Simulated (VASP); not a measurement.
# Sc (P6/mmm) in VASP: single point with r2SCAN

Aim: the single point of Sc with r2SCAN.

All numbers are computed with VASP 6.6.1; they aren't measurements. Logs are shortened: lines on timing, memory, paths and dates and some standing lists are left out, and cuts for length are marked.

## (1) The cell of the first run

It takes space group P6/mmm (No. 191, hexagonal). The conventional cell has a = 5.070 Å, b = 5.070 Å, c = 3.069 Å, α = 90.00°, β = 90.00°, γ = 120.00°. Sc (site symmetry 6/mmm) has 14 Sc at 3.07 to 3.30 Å within 4.0 Å. Sc (site symmetry -6m2) has 11 Sc at 2.93 to 3.30 Å within 3.9 Å.

This isn't the form of Sc at room conditions, which is hcp.

## (2) Single point, r2SCAN, collinear spin (22.77 Å³/atom)

Contents of POSCAR:

```
Sc
1.0
    5.0696648155      0.0000000000      0.0000000000
   -2.5348324078      4.3904585189      0.0000000000
    0.0000000000      0.0000000000      3.0687148784
Sc
3
Direct
    1.0000000000      0.0000000000      0.0000000000
    0.3333333333      0.6666666667      0.5000000000
    0.6666666667      0.3333333333      0.5000000000
```

Contents of INCAR.step1:

```
SYSTEM = Sc
PREC = Accurate
ENCUT = 520
ISMEAR = -1
SIGMA = 0.05
LREAL = .FALSE.
LASPH = .TRUE.
NELM = 150
ISPIN = 2
MAGMOM = 0.451 0.27 0.27
LMAXMIX = 4
NBANDS = 28
GGA = PE
ALGO = Normal
EDIFF = 1E-4
LWAVE = .TRUE.
LCHARG = .FALSE.
```

Contents of INCAR.step2:

```
SYSTEM = Sc
PREC = Accurate
ENCUT = 520
EDIFF = 1E-6
ISMEAR = -1
SIGMA = 0.05
LREAL = .FALSE.
LASPH = .TRUE.
NELM = 150
ALGO = Normal
ISIF = 2
LWAVE = .FALSE.
LCHARG = .FALSE.
ISPIN = 2
MAGMOM = 0.451 0.27 0.27
LORBIT = 11
LMAXMIX = 4
METAGGA = R2SCAN
LMIXTAU = .TRUE.
NBANDS = 28
ISTART = 1
```

Contents of KPOINTS:

```
Automatic mesh
0
G
  8 8 11
  0 0 0
```

Potentials or basis: VASP PAW PBE potentials, release 64 (Sc_sv).

Launch:

```console
$ cat potpaw_PBE.64/Sc_sv/POTCAR > POTCAR
$ cp INCAR.step1 INCAR
$ mpirun -np 1 vasp_std > vasp.out
$ cp INCAR.step2 INCAR
$ mpirun -np 1 vasp_std > vasp.out
```

OUTCAR:

```text
SYSTEM = Sc
   PREC = Accurate
   ENCUT = 520
   EDIFF = 1E-6
   ISMEAR = -1
   LREAL = .FALSE.
   LASPH = .TRUE.
   NELM = 150
   ISIF = 2
   ISPIN = 2
   LORBIT = 11
   METAGGA = R2SCAN
   ISTART = 1

 ion  position               nearest neighbor table
   1  0.000  0.000  0.000-   2 3.30   3 3.30   2 3.30   3 3.30   3 3.30   3 3.30   2 3.30   2 3.30
                             3 3.30   3 3.30   2 3.30   2 3.30
   2  0.333  0.667  0.500-   3 2.93   3 2.93   3 2.93   1 3.30   1 3.30   1 3.30   1 3.30   1 3.30
                             1 3.30
   3  0.667  0.333  0.500-   2 2.93   2 2.93   2 2.93   1 3.30   1 3.30   1 3.30   1 3.30   1 3.30
                             1 3.30

  LATTYP: Found a hexagonal cell.
 ALAT       =     5.0696648155
 C/A-ratio  =     0.6053092246

  Lattice vectors:

 A1 = (   5.0696648155,   0.0000000000,   0.0000000000)
 A2 = (  -2.5348324078,   4.3904585189,   0.0000000000)
 A3 = (   0.0000000000,   0.0000000000,   3.0687148784)

Analysis of symmetry for initial positions (statically):
=====================================================================
 Subroutine PRICEL returns:
 Original cell was already a primitive cell.

 Routine SETGRP: Setting up the symmetry group for a
 hexagonal supercell.

 Subroutine GETGRP returns: Found 24 space group operations
 (whereof 24 operations were pure point group operations)
 out of a pool of 24 trial point group operations.

The static configuration has the point symmetry D_6h.

Analysis of symmetry for dynamics (positions and initial velocities):
=====================================================================
 Subroutine PRICEL returns:
 Original cell was already a primitive cell.

 Routine SETGRP: Setting up the symmetry group for a
 hexagonal supercell.

 Subroutine GETGRP returns: Found 24 space group operations
 (whereof 24 operations were pure point group operations)
 out of a pool of 24 trial point group operations.

The dynamic configuration has the point symmetry D_6h.

Analysis of structural, dynamic, and magnetic symmetry:
=====================================================================
 Subroutine PRICEL returns:
 Original cell was already a primitive cell.

 Routine SETGRP: Setting up the symmetry group for a
 hexagonal supercell.

 Subroutine GETGRP returns: Found 24 space group operations
 (whereof 24 operations were pure point group operations)
 out of a pool of 24 trial point group operations.

The overall configuration has the point symmetry D_6h.

 Subroutine INISYM returns: Found 24 space group operations
[... 125 lines left out ...]
   LHFCALC =     F    Hartree Fock is set to
   AEXX    =    0.0000 exact exchange contribution
   IVDW    =     0    specifies the selected vdW correction
   LEPSILON=     F    determine dielectric tensor
   LRPA    =     F    only Hartree local field effects (RPA)
 spin polarized calculation
  energy-cutoff  :      520.00
  volume of cell :       68.30
 maximum number of plane-waves:      1860
 NGX is ok and might be reduce to    40
   NGX = 19   NGY = 19   NGZ = 11

 number of electron      33.0000001 magnetization      -0.0002559

 number of electron      33.0000001 magnetization       0.0002108

 Free energy of the ion-electron system (eV)
  ---------------------------------------------------
  ext. energy  EPLUGINS =         0.00000000
  ---------------------------------------------------
  free energy    TOTEN  =       -33.84491612 eV

  energy without entropy =      -33.79502007  energy(sigma->0) =      -33.81996809

 E-fermi :   4.1661     XC(G=0): -10.9449

 val. band max:        4.1660191694   @ k =   0.2500  -0.0000   0.0909
 cond. band min:       4.1702168642   @ k =   0.1250   0.1250   0.0000
 fundamental gap:      0.0041976948
 Fermi energy:         4.1661436651

 spin component 1

 k-point     1 :       0.0000    0.0000    0.0000
  band No.  band energies     occupation
      1     -47.1803      1.00000
      2     -47.0620      1.00000
      3     -47.0102      1.00000
      4     -24.9980      1.00000
      5     -24.9980      1.00000
      6     -24.8021      1.00000
[... 733 lines left out ...]
     27       8.1777      0.00000
     28       8.7140      0.00000

 [... further k-points ...]

 spin component 2

 k-point     1 :       0.0000    0.0000    0.0000
  band No.  band energies     occupation
      1     -47.1802      1.00000
      2     -47.0619      1.00000
      3     -47.0102      1.00000
      4     -24.9979      1.00000
      5     -24.9979      1.00000
      6     -24.8020      1.00000
[... 733 lines left out ...]
     27       8.1778      0.00000
     28       8.7140      0.00000

 [... further k-points ...]

------------------------ aborting loop because EDIFF is reached ----------------------------------------

  FORCE on cell =-STRESS in cart. coord.  units (eV):
  Direction    XX          YY          ZZ          XY          YZ          ZX
  --------------------------------------------------------------------------------------
  -------------------------------------------------------------------------------------
  Total        1.8389613      1.8389613      3.0895248     -0.0000000     -0.0000000     -0.0000000
  in kB       43.1357644     43.1357644     72.4697231     -0.0000000     -0.0000000     -0.0000000
  external PRESSURE =      52.9137506 kB  Pullay stress =       0.0000000 kB

 VOLUME and BASIS-vectors are now :
 -----------------------------------------------------------------------------
  energy-cutoff  :      520.00
  volume of cell :       68.30
      direct lattice vectors                 reciprocal lattice vectors
     5.069664816  0.000000000  0.000000000     0.197251699  0.113883322  0.000000000
    -2.534832408  4.390458519  0.000000000     0.000000000  0.227766643  0.000000000
     0.000000000  0.000000000  3.068714878     0.000000000  0.000000000  0.325869310

 POSITION                                       TOTAL-FORCE (eV/Angst)
 -----------------------------------------------------------------------------------
      0.00000      0.00000      0.00000         0.000000      0.000000      0.000000
     -0.00000      2.92697      1.53436        -0.000000      0.000000     -0.000000
      2.53483      1.46349      1.53436         0.000000      0.000000      0.000000
 -----------------------------------------------------------------------------------
    total drift:                               -0.000000      0.000000      0.000000

  FREE ENERGIE OF THE ION-ELECTRON SYSTEM (eV)
  ---------------------------------------------------
  free  energy   TOTEN  =       -33.8449161220 eV

  energy  without entropy=      -33.7950200655  energy(sigma->0) =      -33.81996809

 total charge

# of ion       s       p       d       tot
------------------------------------------
    1        2.263   6.145   0.965   9.374
    2        2.277   6.115   1.060   9.452
    3        2.277   6.115   1.060   9.452
--------------------------------------------------
tot          6.817  18.376   3.085  28.277

 magnetization (x)

# of ion       s       p       d       tot
------------------------------------------
    1        0.000   0.000   0.000   0.000
    2        0.000   0.000   0.000   0.000
    3        0.000   0.000   0.000   0.000
--------------------------------------------------
tot          0.000   0.000   0.000   0.000
```

OSZICAR.step1:

```text
N       E                     dE             d eps       ncg     rms          rms(c)
DAV:   1     0.514048914534E+03    0.51405E+03   -0.14040E+04  6728   0.124E+03
DAV:   2     0.334540132125E+01   -0.51070E+03   -0.49823E+03  7792   0.544E+02
DAV:   3    -0.197149938172E+02   -0.23060E+02   -0.22057E+02 10452   0.150E+02
DAV:   4    -0.203909531176E+02   -0.67596E+00   -0.65630E+00 10984   0.250E+01
DAV:   5    -0.204029638505E+02   -0.12011E-01   -0.11989E-01 11048   0.400E+00    0.104E+01
DAV:   6    -0.187404842486E+02    0.16625E+01   -0.37117E+00  9504   0.174E+01    0.324E+00
DAV:   7    -0.185193220476E+02    0.22116E+00   -0.89789E-01  9984   0.821E+00    0.135E+00
DAV:   8    -0.185113989480E+02    0.79231E-02   -0.57404E-02 10316   0.305E+00    0.725E-01
DAV:   9    -0.185033678650E+02    0.80311E-02   -0.18195E-02 10656   0.179E+00    0.350E-01
DAV:  10    -0.185025248739E+02    0.84299E-03   -0.44659E-03 10648   0.768E-01    0.127E-01
DAV:  11    -0.185027119516E+02   -0.18708E-03   -0.45739E-04  8632   0.190E-01    0.512E-02
DAV:  12    -0.185029226134E+02   -0.21066E-03   -0.21051E-04  7108   0.985E-02    0.434E-02
DAV:  13    -0.185030693746E+02   -0.14676E-03   -0.10724E-04  5732   0.652E-02    0.380E-02
DAV:  14    -0.185032404283E+02   -0.17105E-03   -0.21010E-04  6680   0.740E-02    0.303E-02
DAV:  15    -0.185033865869E+02   -0.14616E-03   -0.21561E-04  6828   0.761E-02    0.236E-02
DAV:  16    -0.185035227082E+02   -0.13612E-03   -0.30366E-04  7236   0.858E-02    0.196E-02
DAV:  17    -0.185036637815E+02   -0.14107E-03   -0.88322E-04  7460   0.138E-01    0.982E-03
DAV:  18    -0.185036960213E+02   -0.32240E-04   -0.24384E-04  6672   0.939E-02
   1 F= -.18503696E+02 E0= -.18477508E+02  d E =-.523759E-01  mag=     0.0256
```

Run time: 7.9 min. Hardware: 1 thread of Intel Xeon 6975P-C (Granite Rapids), shared host; peak memory 0.34 GiB.

What came out:

```yaml
Free_energy: -33.8449 eV
Pressure: 5.3 GPa
Net_moment: 0.00 μB per cell
Valence_electrons_inside_the_program's_atomic_spheres: Sc 9.37, 9.45 (each value once)
```

Caveat: the cell stands under pressure; the PAW data sets were made with another functional, which shifts forces and pressure a little.
